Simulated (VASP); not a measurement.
A run of VASP 6.6.1:

INCAR

```
PREC = Accurate ; ENCUT = 520
EDIFF = 1E-7 ; ISMEAR = 0
SIGMA = 0.02 ; LREAL = Auto
LASPH = T ; NELM = 80
ALGO = Normal ; ISIF = 2
LWAVE = F ; LCHARG = F
GGA = PE ; IVDW = 12
NBANDS = 79
```

KPOINTS

```
Automatic mesh
0
Gamma
  2 2 3
```

The input POSCAR:

```
Si7O16
1.0
   -4.1790000000     -4.1790000000      0.0000000000
    4.1790000000     -4.1790000000      0.0000000000
    0.0000000000      0.0000000000      5.3298000000
Si O
7 16
Direct
    0.5003575018      0.4878011486      0.0013865436
    0.5007171572      0.4911572146      0.4966820519
   -0.0000437904      0.5807360613      0.9081528388
    0.0006813831      0.0346237138      0.0015610342
    0.5004907873     -0.0066389088      0.2490202259
    0.0005355348      0.0024994018      0.4922751323
    0.5005973917     -0.0062772194      0.7464236932
    0.2218583393      0.4765300311      0.0080761004
    0.0007250538      0.1971052883      0.2608756426
    0.7788437425      0.4759169658      0.0096816016
    0.0005853075      0.8116800670      0.2280824796
    0.2116682221      0.4992236181      0.5117822432
    0.0005687964      0.1950193826      0.7393371233
    0.7896670256      0.4992298397      0.5128083605
    0.0007510170      0.8138225652      0.7551769297
    0.6940204594     -0.0005466619     -0.0030832301
    0.5003957885      0.6900839914      0.2473788885
    0.3071777937     -0.0004845657     -0.0032207588
    0.5002627423      0.2916793491      0.2541772674
    0.6957371381     -0.0128220866      0.4981832339
    0.5007698014      0.6911040919      0.7523389245
    0.3054382627     -0.0128625269      0.4982836129
    0.5006180905      0.2929559703      0.7440299824
```

Potentials or basis: VASP PAW PBE potentials, release 64 (Si, O).

Command:

```bash
$ cat potpaw_PBE.64/Si/POTCAR potpaw_PBE.64/O/POTCAR > POTCAR
$ mpirun -np 1 vasp_std > vasp.out
```

Hardware: 1 thread of Intel(R) Xeon(R) Platinum 8259CL CPU @ 2.50GHz (Skylake/Cascade Lake), with other jobs on the host.

Task: Estimate the wall time of this run.

Result: Run time: 4.8 min on 1 thread of Intel(R) Xeon(R) Platinum 8259CL CPU @ 2.50GHz (Skylake/Cascade Lake), on a shared host, peak memory 0.31 GiB. Counts: scf iterations 25, k points 8.
